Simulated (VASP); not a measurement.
Set up this calculation in VASP 6.6.1, as the native input.

- Task: single point
- Functional: PBE
- Potentials or basis: VASP PAW PBE potentials, release 64 (Ag, W_sv)
- Cutoff: 520 eV
- k mesh: 18 × 18 × 18
- Occupations: gaussian, width 0.1 eV
- Spin: no spin polarisation
- Dipole correction: no
- Further INCAR settings: ALGO = Fast; EDIFF = 1e-07; NBANDS = 20

The structure of AgW lies in POSCAR:

```
AgW
1.0
    0.0000000000      2.6693145267      2.6693145267
    2.6693145267      0.0000000000      2.6693145267
    2.6693145267      2.6693145267      0.0000000000
Ag W
1 1
Direct
    0.0000000000      0.0000000000      0.0000000000
    0.5000000000      0.5000000000      0.5000000000
```

The input as run:

INCAR

```
ALGO = Fast
EDIFF = 1E-7
ENCUT = 520
GGA = PE
ISIF = 2
ISMEAR = 0
LASPH = T
LCHARG = F
LREAL = F
LWAVE = F
NBANDS = 20
NELM = 80
PREC = Accurate
SIGMA = 0.1
```

KPOINTS

```
k-points
0
Gamma
  18 18 18
```

Potentials or basis: VASP PAW PBE potentials, release 64 (Ag, W_sv).

The run is started by

```bash
$ cat potpaw_PBE.64/Ag/POTCAR potpaw_PBE.64/W_sv/POTCAR > POTCAR
$ mpirun -np 1 vasp_std > vasp.out
```

It gave:

```json
{
 "Pressure": "0.0 GPa",
 "Band gap on the k mesh": "zero (an odd number of electrons rules out a gap without spin polarisation)"
}
```

Caveat: spin-orbit coupling is left out, which moves the levels of the heavy elements.

Run time: 71 s on 1 thread of Intel(R) Xeon(R) 6975P-C (Granite Rapids) (shared host), peak memory 0.27 GiB.
